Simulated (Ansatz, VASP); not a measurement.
## One calculation of SbMo, two programs

```
CELL_PARAMETERS angstrom
0.00000 2.76013 2.76013
2.76013 0.00000 2.76013
2.76013 2.76013 0.00000
ATOMIC_POSITIONS crystal
Mo 0.50000 0.50000 0.50000
Sb 0.00000 0.00000 0.00000
```

Alike in both runs: task single point; functional PBEsol; k mesh 10 × 10 × 10; occupations gaussian, width 0.05 eV; no spin polarisation.

|  | VASP | Ansatz |
| --- | --- | --- |
| version | VASP 6.6.1 | Ansatz 0.2.0 |
| potentials or method | VASP PAW PBE potentials, release 64 (Mo_sv, Sb), cutoff 520 eV | scalar-relativistic, plane waves, PAW |
| valence electrons in the cell | 19 | 29 |

```tsv
	VASP	Ansatz	Ansatz less VASP
gap on the k mesh at the Fermi level (eV)	none	none	-
pressure (GPa)	-4.8	-4.9	-0.09
```

VASP's potentials were made for PBE, not for PBEsol. A gap of «none» marks a metal or a gap that the smearing closes. VASP's potentials hold 19 valence electrons a cell and Ansatz's 29, so a difference there can come from the potentials and not from the codes.

Spin-orbit coupling is off throughout.
